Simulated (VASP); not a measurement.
Runs of VASP 6.6.1 on Pt. The structure is that of space group P6_3/mmc (No. 194), or close to it. The cells are those of the table. 

```tsv
task	cell	k mesh	cutoff (eV)	gap on the mesh (eV)	pressure (GPa)
single point	a = 2.707, b = 2.707, c = 4.699 Å, angles 90.0, 90.0, 120.0°, 2 atoms	20 × 20 × 10	520	none	4.1
single point	a = 2.734, b = 2.734, c = 4.747 Å, angles 90.0, 90.0, 120.0°, 2 atoms	19 × 19 × 10	520	none	(a)
single point	a = 2.721, b = 2.721, c = 4.723 Å, angles 90.0, 90.0, 120.0°, 2 atoms	19 × 19 × 10	520	none	-0.4
single point	a = 2.721, b = 2.721, c = 4.723 Å, angles 90.0, 90.0, 120.0°, 2 atoms	20 × 20 × 10	520	none	-0.4
relaxation of volume and atoms at fixed shape	relaxed from a = 2.761, b = 2.761, c = 4.792 Å, angles 90.0, 90.0, 120.0°, 2 atoms	19 × 19 × 10	600	none	0.0
```

Alike in all rows: level PBEsol; potentials or basis VASP PAW PBE potentials, release 64 (Pt); no spin polarisation; smearing gaussian 0.05 eV.

Problem. Fill in the values left out.

Solution. (a) -4.4.

Caveats: the PAW data sets were made with another functional, which shifts forces and pressure a little; spin-orbit coupling is left out, which moves the levels of the heavy elements.

A k mesh can miss the band edges, and the runs leave out spin-orbit coupling on Pt.

A gap of «none» marks levels without a gap at the run's occupations.
